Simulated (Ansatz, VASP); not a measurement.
**Ge3Pd: VASP beside Ansatz**

Contents of INCAR:

```
SYSTEM = Ge3Pd
PREC     = Accurate       ! precision mode
ENCUT    = 520            ! plane-wave cutoff, eV
EDIFF    = 1E-6           ! SCF threshold, eV
ISMEAR   = -1             ! smearing method
SIGMA    = 0.05           ! smearing width, eV
LREAL    = .False.        ! projectors in reciprocal space
LASPH    = .True.         ! aspherical terms in the spheres
NELM     = 100            ! most SCF steps
ALGO     = Normal         ! electronic algorithm
ISIF     = 2              ! what is computed and relaxed
LWAVE    = .False.        ! write WAVECAR
LCHARG   = .False.        ! write CHGCAR
GGA      = CA             ! functional
NBANDS   = 34             ! bands
```

KPOINTS

```
Automatic mesh
0
Gamma
  7 7 7
  0 0 0
```

File POSCAR:

```
Ge3Pd
1.0
    4.1420230000      0.0000000000      0.0000000000
    0.0000000000      4.1420230000      0.0000000000
    0.0000000000      0.0000000000      4.1420230000
Pd Ge
1 3
Direct
    0.0000000000      0.0000000000      0.0000000000
    0.5000000000      0.5000000000      0.0000000000
    0.5000000000      0.0000000000      0.5000000000
    0.0000000000      0.5000000000      0.5000000000
```

Contents of input.yaml:

```yaml
crystal:
  lattice:
    - [4.142023, 0.0, 0.0]
    - [0.0, 4.142023, 0.0]
    - [0.0, 0.0, 4.142023]
  atoms:
    - { symbol: Pd, position: [0.0, 0.0, 0.0] }
    - { symbol: Ge, position: [0.5, 0.5, 0.0] }
    - { symbol: Ge, position: [0.5, 0.0, 0.5] }
    - { symbol: Ge, position: [0.0, 0.5, 0.5] }
kpoints:
  mp_grid: { grid: [7, 7, 7] }
scf:
  occupations: { method: fermi_dirac, width: 0.05 }
hamiltonian:
  xc: lda
  pseudopotentials: { kind: all_electron, lapw: { basis_error: 0.002 } }
output:
  forces: true
  stress: true
  eigenvalues: true
```

Alike in both runs: task single point; functional LDA; k mesh 7 × 7 × 7; occupations fermi-dirac, width 0.05 eV; no spin polarisation.

```csv
,VASP,Ansatz
version,VASP 6.6.1,Ansatz 0.2.0
potentials or method,"VASP PAW LDA potentials, release 64 (Pd, Ge_d), cutoff 520 eV","all-electron LAPW, scalar-relativistic"
```

|  | VASP | Ansatz | Ansatz less VASP |
| --- | --- | --- | --- |
| gap on the k mesh at the Fermi level (eV) | none | none | - |
| pressure (GPa) | -6.7 | -7.0 | -0.25 |

LDA's correlation is that of Perdew and Zunger in VASP and of Perdew and Wang (1992) in Ansatz. A gap of «none» marks a metal or a gap that the smearing closes. Ansatz ran all-electron here, and VASP with PAW potentials.
